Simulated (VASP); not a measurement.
Runs of VASP 6.6.1 on InSb. The structure is that of space group I-4m2 (No. 119), or close to it. The cells are those of the table. 

```tsv
cell	gap on the mesh (eV)	pressure (GPa)
a = 4.581, b = 4.412, c = 4.412 Å, angles 62.5, 58.7, 58.7°, 2 atoms	none	(a)
a = 4.581, b = 4.785, c = 4.785 Å, angles 57.2, 61.4, 61.4°, 2 atoms	none	(b)
a = 4.581, b = 4.358, c = 4.358 Å, angles 63.4, 58.3, 58.3°, 2 atoms	0.07	9.7
a = 4.581, b = 4.468, c = 4.468 Å, angles 61.7, 59.2, 59.2°, 2 atoms	-	6.0
a = 4.581, b = 4.756, c = 4.756 Å, angles 57.6, 61.2, 61.2°, 2 atoms	none	-0.1
```

Alike in all rows: task single point; level PBE; potentials or basis VASP PAW PBE potentials, release 64 (In_d, Sb); no spin polarisation; k mesh 12 × 12 × 12; cutoff (eV) 520; smearing gaussian 0.15 eV.

Task: Estimate the missing entries.

Result: (a) 7.7; (b) -0.5.

Caveats: spin-orbit coupling is left out, which moves the levels of the heavy elements; the cell stands under pressure (at least some runs); semilocal functionals underestimate gaps, so a narrow gap can read as zero (at least some runs).

A k mesh can miss the band edges, and the runs leave out spin-orbit coupling on In, Sb.

A gap of «none» marks levels without a gap at the run's occupations.
